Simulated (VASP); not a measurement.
A run of VASP 6.6.1:

Contents of POSCAR:

```
Ti
1.0
   -1.7722800000      1.7722800000      1.5753600000
    1.7722800000     -1.7722800000      1.5753600000
    1.7722800000      1.7722800000     -1.5753600000
Ti
1
Direct
    0.0000000000      0.0000000000      0.0000000000
```

The input INCAR.step1:

```
ALGO     = Normal         # electronic algorithm
EDIFF    = 1E-4           # SCF threshold, eV
ENCUT    = 520            # plane-wave cutoff, eV
GGA      = PE             # functional
ISMEAR   = 0              # smearing method
LASPH    = True           # aspherical terms in the spheres
LCHARG   = False          # write CHGCAR
LREAL    = False          # projectors in reciprocal space
LWAVE    = True           # write WAVECAR
NBANDS   = 12             # bands
NELM     = 60             # most SCF steps
PREC     = Accurate       # precision mode
SIGMA    = 0.15           # smearing width, eV
```

File INCAR.step2:

```
ALGO     = Normal         # electronic algorithm
EDIFF    = 1E-7           # SCF threshold, eV
ENCUT    = 520            # plane-wave cutoff, eV
ISIF     = 2              # what is computed and relaxed
ISMEAR   = 0              # smearing method
ISTART   = 1            
LASPH    = True           # aspherical terms in the spheres
LCHARG   = False          # write CHGCAR
LMIXTAU  = True         
LREAL    = False          # projectors in reciprocal space
LWAVE    = False          # write WAVECAR
METAGGA  = R2SCAN         # meta-GGA
NBANDS   = 12             # bands
NELM     = 60             # most SCF steps
PREC     = Accurate       # precision mode
SIGMA    = 0.15           # smearing width, eV
```

The input KPOINTS:

```
k-points
0
Gamma
  20 20 20
```

Potentials or basis: VASP PAW PBE potentials, release 64 (Ti_sv).

Command:

```bash
$ cat potpaw_PBE.64/Ti_sv/POTCAR > POTCAR
$ cp INCAR.step1 INCAR
$ mpirun -np 1 vasp_std > vasp.out
$ cp INCAR.step2 INCAR
$ mpirun -np 1 vasp_std > vasp.out
```

Hardware: 1 thread of Intel(R) Xeon(R) 6975P-C (Granite Rapids), on a shared host.

Task: Estimate the wall time of this run.

Result: It took 3.4 min on 1 thread of Intel(R) Xeon(R) 6975P-C (Granite Rapids) (shared host), peak memory 0.27 GiB. Counts: k points 641.
